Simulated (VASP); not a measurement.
A run of VASP 6.6.1 is set up as follows.

Contents of INCAR:

```
SYSTEM = Al
  ALGO = Normal
  EDIFF = 1E-6
  ENCUT = 520
  ISIF = 2
  ISMEAR = 0
  LASPH = .True.
  LCHARG = .False.
  LREAL = .False.
  LWAVE = .False.
  NBANDS = 10
  NELM = 100
  PREC = Accurate
  SIGMA = 0.15
```

File KPOINTS:

```
k-points
0
Gamma
  18 18 10
  0 0 0
```

Contents of POSCAR:

```
Al
1.0
    2.7044000000      0.0000000000      0.0000000000
   -1.3522000000      2.3420791020      0.0000000000
    0.0000000000      0.0000000000      4.4988000000
Al
2
Direct
    0.6666666667      0.3333333333      0.7500000000
    0.3333333333      0.6666666667      0.2500000000
```

Potentials or basis: VASP PAW LDA potentials, release 64 (Al).

Run with:

```sh
$ cat potpaw_LDA.64/Al/POTCAR > POTCAR
$ mpirun -np 1 vasp_std > vasp.out
```

(1) What does it give for the band gap on the k mesh?

(2) What does it give for the pressure?

Answers

(1) zero (band 3 reaches 13.65 eV, above the bottom of band 4 at 6.05 eV).

(2) 11.7 GPa.
